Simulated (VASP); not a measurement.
# In (P6_3/mmc) in VASP: a series of runs

Runs on In. Level: LDA. Tasks: single point.

Program: VASP 6.6.1. These are calculated values, not measurements. Logs are shortened: lines on timing, memory, paths and dates and some standing lists are left out, and cuts for length are marked.

**1. The cell of the first run**

Symmetry: P6_3/mmc, No. 194, hexagonal system. Conventional cell: a = 3.335 Å, b = 3.335 Å, c = 5.509 Å, α = 90.00°, β = 90.00°, γ = 120.00°. Within 4.4 Å of In (site symmetry -6m2) lie 12 In at 3.34 to 3.36 Å.

**2. Single point, LDA**

Input file INCAR:

```
SYSTEM = In
PREC = Accurate
ENCUT = 520
EDIFF = 1E-7
ISMEAR = -1
SIGMA = 0.1
LREAL = .False.
LASPH = .True.
NELM = 80
ALGO = Normal
ISIF = 2
LWAVE = .False.
LCHARG = .False.
GGA = CA
NBANDS = 20
```

Input file KPOINTS:

```
Automatic mesh
0
Gamma
  7 7 4
  0 0 0
```

Input file POSCAR:

```
In
1.0
    3.3354847800      0.0000000000      0.0000000000
   -1.6677423900      2.8886145600      0.0000000000
    0.0000000000      0.0000000000      5.5091429200
In
2
Direct
    0.3333333300      0.6666666700      0.2500000000
    0.6666666700      0.3333333300      0.7500000000
```

Potentials or basis: VASP PAW LDA potentials, release 64 (In_d).

Launch:

```console
cat potpaw_LDA.64/In_d/POTCAR > POTCAR
mpirun -np 1 vasp_std > vasp.out
```

OUTCAR:

```text
SYSTEM = In
   PREC = Accurate
   ENCUT = 520
   EDIFF = 1E-7
   ISMEAR = -1
   LREAL = .False.
   LASPH = .True.
   NELM = 80
   ISIF = 2
   GGA = CA

 ion  position               nearest neighbor table
   1  0.333  0.667  0.250-   2 3.36   2 3.36   2 3.36   2 3.36   2 3.36   2 3.36
   2  0.667  0.333  0.750-   1 3.36   1 3.36   1 3.36   1 3.36   1 3.36   1 3.36

  LATTYP: Found a hexagonal cell.
 ALAT       =     3.3354847800
 C/A-ratio  =     1.6516768276

  Lattice vectors:

 A1 = (   3.3354847800,   0.0000000000,   0.0000000000)
 A2 = (  -1.6677423900,   2.8886145600,   0.0000000000)
 A3 = (   0.0000000000,   0.0000000000,   5.5091429200)

Analysis of symmetry for initial positions (statically):
=====================================================================
 Subroutine PRICEL returns:
 Original cell was already a primitive cell.

 Routine SETGRP: Setting up the symmetry group for a
 hexagonal supercell.

 Subroutine GETGRP returns: Found 24 space group operations
 (whereof 12 operations were pure point group operations)
 out of a pool of 24 trial point group operations.

The static configuration has the point symmetry D_3d.
 The point group associated with its full space group is D_6h.

Analysis of symmetry for dynamics (positions and initial velocities):
=====================================================================
 Subroutine PRICEL returns:
 Original cell was already a primitive cell.

 Routine SETGRP: Setting up the symmetry group for a
 hexagonal supercell.

 Subroutine GETGRP returns: Found 24 space group operations
 (whereof 12 operations were pure point group operations)
 out of a pool of 24 trial point group operations.

The dynamic configuration has the point symmetry D_3d.
 The point group associated with its full space group is D_6h.

 Subroutine INISYM returns: Found 24 space group operations
 (whereof 12 operations are pure point group operations),
 and found     1 'primitive' translations

----------------------------------------------------------------------------------------

                                     Primitive cell

  volume of cell :      53.0802

  direct lattice vectors                    reciprocal lattice vectors
     3.335484780  0.000000000  0.000000000     0.299806495  0.173093360  0.000000000
    -1.667742390  2.888614560  0.000000000     0.000000000  0.346186720  0.000000000
     0.000000000  0.000000000  5.509142920     0.000000000  0.000000000  0.181516438

  length of vectors
[... 77 lines left out ...]
   LSORBIT =      F    spin-orbit coupling
   LASPH  =      T    aspherical Exc in radial PAW
   ENCUT  =  520.0 eV  38.22 Ry    6.18 a.u.   6.20  6.20 10.24*2*pi/ulx,y,z
   NELM   =     80;   NELMIN=  2; NELMDL= -5     # of ELM steps
   EDIFF  = 0.1E-06   stopping-criterion for ELM
   LREAL  =      F    real-space projection
   EDIFFG = 0.1E-05   stopping-criterion for IOM
   NSW    =      0    number of steps for IOM
   IBRION =     -1    ionic relax: 0-MD 1-quasi-New 2-CG
   NFREE  =      0    steps in history (QN), initial steepest desc. (CG)
   ISIF   =      2    stress and relaxation
   ISYM   =      2    0-nonsym 1-usesym 2-fastsym
   POTIM  = 0.5000    time-step for ionic-motion
   TEBEG  =    0.0;   TEEND  =   0.0 temperature during run
   PSTRESS=    0.0 pullay stress
   NELECT =      26.0000    total number of electrons
   NUPDOWN=      -1.0000    fix difference up-down
   EMIN   =  10.00;   EMAX   =-10.00  energy-range for DOS
   EFERMI =   0.00;   METHOD = LEGACY
   ISMEAR =    -1;   SIGMA  =   0.10  broadening in eV -4-tet -1-fermi 0-gaus
   EFERMI_NEDOS =   21; number of points for ismear=-14 and -15
   IALGO  =     38    algorithm
   IMIX   =      4    mixing-type and parameters
     AMIX     =   0.40;   BMIX     =  1.00
     AMIX_MAG =   1.60;   BMIX_MAG =  1.00
  volume/ion in A,a.u.               =      26.54       179.10
  Fermi-wavevector in a.u.,A,eV,Ry     =   1.290491  2.438675 22.658704  1.665368
  Thomas-Fermi vector in A             =   2.422320
   LORBIT       =      0    0 simple, 1 ext, 2 COOP (PROOUT), +10 PAW based schemes
   GGA     = CA    functional components
   LHFCALC =     F    Hartree Fock is set to
   AEXX    =    0.0000 exact exchange contribution
   IVDW    =     0    specifies the selected vdW correction
   LEPSILON=     F    determine dielectric tensor
   LRPA    =     F    only Hartree local field effects (RPA)
 non-spin polarized calculation
  energy-cutoff  :      520.00
  volume of cell :       53.08
 maximum number of plane-waves:      1460
 NGX is ok and might be reduce to    28
   NGX = 13   NGY = 13   NGZ = 21

 number of electron      26.0000008 magnetization

 Free energy of the ion-electron system (eV)
  ---------------------------------------------------
  ext. energy  EPLUGINS =         0.00000000
  ---------------------------------------------------
  free energy    TOTEN  =        -6.38352347 eV

  energy without entropy =       -6.36036788  energy(sigma->0) =       -6.37194568

 E-fermi :   7.0585     XC(G=0): -10.4617

 val. band max:        6.6895575114   @ k =   0.2857   0.1429   0.0000
 cond. band min:       7.1265047558   @ k =   0.4286   0.0000   0.2500
 fundamental gap:      0.4369472445
 Fermi energy:         7.0585421898

 k-point     1 :       0.0000    0.0000    0.0000
  band No.  band energies     occupation
      1      -7.5522      2.00000
      2      -7.4967      2.00000
      3      -7.4644      2.00000
      4      -7.4644      2.00000
      5      -7.4375      2.00000
      6      -7.4375      2.00000
[... 541 lines left out ...]
     19      17.6172      0.00000
     20      17.6172      0.00000

------------------------ aborting loop because EDIFF is reached ----------------------------------------

  FORCE on cell =-STRESS in cart. coord.  units (eV):
  Direction    XX          YY          ZZ          XY          YZ          ZX
  --------------------------------------------------------------------------------------
  -------------------------------------------------------------------------------------
  Total       -0.9672584     -0.9672584     -1.2837799      0.0000000     -0.0000000      0.0000000
  in kB      -29.1958087    -29.1958088    -38.7497186      0.0000000     -0.0000000      0.0000000
  external PRESSURE =     -32.3804453 kB  Pullay stress =       0.0000000 kB

 VOLUME and BASIS-vectors are now :
 -----------------------------------------------------------------------------
  energy-cutoff  :      520.00
  volume of cell :       53.08
      direct lattice vectors                 reciprocal lattice vectors
     3.335484780  0.000000000  0.000000000     0.299806495  0.173093360  0.000000000
    -1.667742390  2.888614560  0.000000000     0.000000000  0.346186720  0.000000000
     0.000000000  0.000000000  5.509142920     0.000000000  0.000000000  0.181516438

 POSITION                                       TOTAL-FORCE (eV/Angst)
 -----------------------------------------------------------------------------------
     -0.00000      1.92574      1.37729         0.000000      0.000000      0.000000
      1.66774      0.96287      4.13186        -0.000000      0.000000      0.000000
 -----------------------------------------------------------------------------------
    total drift:                               -0.000003      0.000002      0.000000

  FREE ENERGIE OF THE ION-ELECTRON SYSTEM (eV)
  ---------------------------------------------------
  free  energy   TOTEN  =        -6.3835234702 eV

  energy  without entropy=       -6.3603678806  energy(sigma->0) =       -6.37194568
```

It took 11 s on 1 thread of Intel Xeon 6975P-C (Granite Rapids), shared host; peak memory 0.15 GiB.

What came out:

```yaml
Free_energy: -6.3835 eV
Pressure: -3.2 GPa
Band_gap_on_the_k_mesh: zero (band 13 reaches 10.49 eV, above the bottom of band 14 at 4.77 eV)
```

Levels at points of the mesh, in eV from the Fermi level:
```csv
k point,band 9,band 10,band 11,band 12,band 13,band 14,band 15,band 16,band 17,band 18
"(0.00, 0.00, 0.00)",-14.25,-14.25,-9.47,-4.50,-3.33,8.28,8.28,10.11,10.11,10.18
"(0.00, 0.00, 0.50)",-14.31,-14.31,-8.12,-8.12,2.89,2.89,9.26,9.26,9.26,9.26
```

Caveat: spin-orbit coupling is left out, which moves the levels of the heavy elements.

**3. Single point, LDA**

Input file INCAR:

```
PREC = Accurate
ENCUT = 520
EDIFF = 1E-6
ISMEAR = -1
SIGMA = 0.1
LREAL = F
LASPH = T
NELM = 60
ALGO = Normal
ISIF = 2
LWAVE = F
LCHARG = F
NBANDS = 20
```

Input file KPOINTS:

```
Automatic mesh
0
Gamma
  7 7 4
```

POSCAR is that of step 2.

Potentials or basis: VASP PAW LDA potentials, release 64 (In_d).

Launch:

```console
cat potpaw_LDA.64/In_d/POTCAR > POTCAR
mpirun -np 1 vasp_std > vasp.out
```

It took 8.8 s on 1 thread of Intel Xeon 6975P-C (Granite Rapids), shared host; peak memory 0.16 GiB.

The run converged. Its results:

* Free energy: -6.3835 eV
* Pressure: -3.2 GPa
* Band gap on the k mesh: zero (band 13 reaches 10.49 eV, above the bottom of band 14 at 4.77 eV)

Stress tensor (GPa, compression positive):
```
-2.87  0.00  0.00
 0.00 -2.87  0.00
 0.00  0.00 -3.82
```

Levels at points of the mesh, in eV from the Fermi level:
```
           k point  band 11  band 12  band 13  band 14  band 15  band 16
(0.00, 0.00, 0.00)    -9.47    -4.50    -3.33     8.28     8.28    10.11
(0.00, 0.00, 0.50)    -8.12    -8.12     2.89     2.89     9.26     9.26
```

Caveat: spin-orbit coupling is left out, which moves the levels of the heavy elements.
